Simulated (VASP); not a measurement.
# HfN (I-4m2) in VASP: a series of runs, part 2 of 2

VASP 6.6.1.

## Step 4: Single point, PBEsol (strain -0.080 along x and y, +0.040 along z)

The input, INCAR:

```
ALGO     = Normal         # electronic algorithm
EDIFF    = 1E-6           # SCF threshold, eV
ENCUT    = 520            # plane-wave cutoff, eV
GGA      = PS             # functional
ISIF     = 2              # what is computed and relaxed
ISMEAR   = 0              # smearing method
LASPH    = True           # aspherical terms in the spheres
LCHARG   = False          # write CHGCAR
LREAL    = False          # projectors in reciprocal space
LWAVE    = False          # write WAVECAR
NBANDS   = 14             # bands
NELM     = 60             # most SCF steps
PREC     = Accurate       # precision mode
SIGMA    = 0.15           # smearing width, eV
```

The input, KPOINTS:

```
k-points
0
Gamma
  16 16 16
```

The input, POSCAR:

```
HfN
1.0
    0.0000000000      2.2584362400      2.5530148800
    2.2584362400      0.0000000000      2.5530148800
    2.2584362400      2.2584362400      0.0000000000
Hf N
1 1
Direct
    0.0000000000      0.0000000000      0.0000000000
    0.7500000000      0.7500000000      0.7500000000
```

Potentials or basis: VASP PAW PBE potentials, release 64 (Hf_pv, N).

The run is started by

```bash
> cat potpaw_PBE.64/Hf_pv/POTCAR potpaw_PBE.64/N/POTCAR > POTCAR
> mpirun -np 1 vasp_std > vasp.out
```

OUTCAR:

```text
EDIFF = 1E-6
   ENCUT = 520
   GGA = PS
   ISIF = 2
   ISMEAR = 0
   LASPH = True
   LREAL = False
   NELM = 60
   PREC = Accurate

 ion  position               nearest neighbor table
   1  0.000  0.000  0.000-   2 2.04   2 2.04   2 2.04   2 2.04
   2  0.750  0.750  0.750-   1 2.04   1 2.04   1 2.04   1 2.04

  LATTYP: Found a body centered tetragonal cell.
 ALAT       =     3.1939111604
 C/A-ratio  =     1.5986762009

  Lattice vectors:

 A1 = (  -2.2584362400,   0.0000000000,   2.5530148800)
 A2 = (   2.2584362400,   0.0000000000,   2.5530148800)
 A3 = (   0.0000000000,   2.2584362400,  -2.5530148800)

Analysis of symmetry for initial positions (statically):
=====================================================================
 Subroutine PRICEL returns:
 Original cell was already a primitive cell.

 Routine SETGRP: Setting up the symmetry group for a
 body centered tetragonal supercell.

 Subroutine GETGRP returns: Found  8 space group operations
 (whereof  8 operations were pure point group operations)
 out of a pool of 16 trial point group operations.

The static configuration has the point symmetry D_2d.

Analysis of symmetry for dynamics (positions and initial velocities):
=====================================================================
 Subroutine PRICEL returns:
 Original cell was already a primitive cell.

 Routine SETGRP: Setting up the symmetry group for a
 body centered tetragonal supercell.

 Subroutine GETGRP returns: Found  8 space group operations
 (whereof  8 operations were pure point group operations)
 out of a pool of 16 trial point group operations.

The dynamic configuration has the point symmetry D_2d.

 Subroutine INISYM returns: Found  8 space group operations
 (whereof  8 operations are pure point group operations),
 and found     1 'primitive' translations

[... 116 lines left out ...]
  Fermi-wavevector in a.u.,A,eV,Ry     =   1.362089  2.573976 25.242716  1.855287
  Thomas-Fermi vector in A             =   2.488609
   LORBIT       =      0    0 simple, 1 ext, 2 COOP (PROOUT), +10 PAW based schemes
   GGA     = PS    functional components
   LHFCALC =     F    Hartree Fock is set to
   AEXX    =    0.0000 exact exchange contribution
   IVDW    =     0    specifies the selected vdW correction
   LEPSILON=     F    determine dielectric tensor
   LRPA    =     F    only Hartree local field effects (RPA)
 non-spin polarized calculation
 Gauss-broadening in eV      SIGMA  =   0.15
  energy-cutoff  :      520.00
  volume of cell :       26.04
 maximum number of plane-waves:       716
 NGX is ok and might be reduce to    28
   NGX = 13   NGY = 13   NGZ = 11

 number of electron      14.9999999 magnetization

 Free energy of the ion-electron system (eV)
  ---------------------------------------------------
  ext. energy  EPLUGINS =         0.00000000
  ---------------------------------------------------
  free energy    TOTEN  =       -21.94907263 eV

  energy without entropy =      -21.94069231  energy(sigma->0) =      -21.94488247

 E-fermi :   6.6473     XC(G=0): -12.0264

 val. band max:        6.6458861075   @ k =  -0.1250   0.3125   0.1875
 cond. band min:       6.6616739744   @ k =   0.3750   0.0625   0.2500
 fundamental gap:      0.0157878669
 Fermi energy:         6.6472645737

 k-point     1 :       0.0000    0.0000    0.0000
  band No.  band energies     occupation
      1     -24.0271      2.00000
      2     -23.9881      2.00000
      3     -23.9881      2.00000
      4     -10.0998      2.00000
      5       0.4245      2.00000
      6       0.8208      2.00000
      7       0.8208      2.00000
      8       6.0264      2.00000
      9       8.3384      0.00000
     10      10.0477      0.00000
     11      12.3921      0.00000
     12      14.7560      0.00000
     13      14.7560      0.00000
     14      19.5019      0.00000
[... 377 lines left out ...]
      1     -24.0856      2.00000
      2     -24.0415      2.00000
      3     -23.9890      2.00000
      4      -9.9288      2.00000
      5       0.3767      2.00000
      6       0.6826      2.00000
      7       0.9077      2.00000
      8       6.5617      1.57993
      9       8.5908      0.00000
     10       9.5515      0.00000
     11      12.5785      0.00000
     12      14.4245      0.00000
     13      15.1501      0.00000
     14      19.4696      0.00000

 [... further k-points ...]
[... 5 lines left out ...]
  --------------------------------------------------------------------------------------
  -------------------------------------------------------------------------------------
  Total        4.8984990      4.8984990      1.6511408      0.0000000      0.0000000      0.0000000
  in kB      301.3523594    301.3523594    101.5770689      0.0000000      0.0000000      0.0000000
  external PRESSURE =     234.7605959 kB  Pullay stress =       0.0000000 kB

 VOLUME and BASIS-vectors are now :
 -----------------------------------------------------------------------------
  energy-cutoff  :      520.00
  volume of cell :       26.04
      direct lattice vectors                 reciprocal lattice vectors
     0.000000000  2.258436240  2.553014880    -0.221392126  0.221392126  0.195846880
     2.258436240  0.000000000  2.553014880     0.221392126 -0.221392126  0.195846880
     2.258436240  2.258436240  0.000000000     0.221392126  0.221392126 -0.195846880

 POSITION                                       TOTAL-FORCE (eV/Angst)
 -----------------------------------------------------------------------------------
      0.00000      0.00000      0.00000         0.000000      0.000000      0.000000
      3.38765      3.38765      3.82952        -0.000000     -0.000000     -0.000000
 -----------------------------------------------------------------------------------
    total drift:                                0.000001      0.000001     -0.000004

  FREE ENERGIE OF THE ION-ELECTRON SYSTEM (eV)
  ---------------------------------------------------
  free  energy   TOTEN  =       -21.9490726335 eV

  energy  without entropy=      -21.9406923078  energy(sigma->0) =      -21.94488247
```

Wall time 46 s (1 thread of Intel Xeon 6975P-C (Granite Rapids), shared host); peak memory 0.25 GiB.

What came out:

```yaml
Free_energy: -21.9491 eV
Pressure: 23.5 GPa
```

Caveat: the cell differs from its parent crystal (strain -0.080 along x and y, +0.040 along z); the PAW data sets were made with another functional, which shifts forces and pressure a little; spin-orbit coupling is left out, which moves the levels of the heavy elements.

## Step 5: The runs side by side

```csv
cell,gap on the mesh (eV),pressure (GPa)
"a = 3.336, b = 3.336, c = 3.194 Å, angles 61.4, 61.4, 57.2°, 2 atoms",none,37.0
"a = 3.264, b = 3.264, c = 3.333 Å, angles 59.3, 59.3, 61.4°, 2 atoms",none,36.9
"a = 3.409, b = 3.409, c = 3.194 Å, angles 62.1, 62.1, 55.9°, 2 atoms",none,23.5
```

Alike in all rows: task single point; level PBEsol; potentials or basis VASP PAW PBE potentials, release 64 (Hf_pv, N); no spin polarisation; k mesh 16 × 16 × 16; cutoff (eV) 520; smearing gaussian 0.15 eV.

Caveats: the PAW data sets were made with another functional, which shifts forces and pressure a little; spin-orbit coupling is left out, which moves the levels of the heavy elements.

Total energies depend on the potentials used, so only differences within one code and one set of settings carry meaning.
